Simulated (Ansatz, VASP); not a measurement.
# Two plane-wave programs on Ir

File INCAR:

```
SYSTEM = Ir
ALGO = Normal
EDIFF = 1E-7
ENCUT = 520
GGA = PS
ISIF = 2
ISMEAR = 1
LASPH = .TRUE.
LCHARG = .FALSE.
LREAL = .FALSE.
LWAVE = .FALSE.
NBANDS = 10
NELM = 100
PREC = Accurate
SIGMA = 0.1
```

File KPOINTS:

```
k-points
0
G
  7 7 7
  0 0 0
```

File POSCAR:

```
Ir
1.0
    0.0052400000      1.9045100000      2.0229400000
    1.9010600000      0.0373100000      1.9908700000
    1.9237600000      1.8951500000      0.0146000000
Ir
1
Direct
    0.0000000000      0.0000000000      0.0000000000
```

Input for Ansatz:

```yaml
crystal:
  lattice:
    - [0.00524, 1.90451, 2.02294]
    - [1.90106, 0.03731, 1.99087]
    - [1.92376, 1.89515, 0.0146]
  atoms:
    - { symbol: Ir, position: [0.0, 0.0, 0.0] }
basis:
  ecutwfc: 540.0
  xc_grid: 2
kpoints:
  mp_grid:
    grid: [7, 7, 7]
hamiltonian:
  xc: pbesol
scf:
  convergence:
    dr2_threshold: 1.0e-09
  occupations:
    method: cold
output:
  forces: true
  stress: true
```

Alike in both runs: task single point; functional PBEsol; k mesh 7 × 7 × 7; no spin polarisation.

```csv
,VASP,Ansatz
version,VASP 6.6.1,Ansatz 0.2.0
potentials or method,"VASP PAW PBE potentials, release 64 (Ir), cutoff 520 eV","plane waves, PAW"
occupations,"methfessel-paxton of order 1, width 0.1 eV",cold
valence electrons in the cell,9,17
```

|  | VASP | Ansatz | Ansatz less VASP |
| --- | --- | --- | --- |
| pressure (GPa) | -7.6 | -8.4 | -0.87 |
| traceless stress, the component that is largest in VASP (GPa) | -11.94 | -12.12 | -0.173 |

VASP's potentials were made for PBE, not for PBEsol. VASP's potentials hold 9 valence electrons a cell and Ansatz's 17, so a difference there can come from the potentials and not from the codes. Ansatz's warnings: stress scf threshold loose.

The k mesh is coarse, so the values compare programs but aren't converged. Spin-orbit coupling is off throughout.
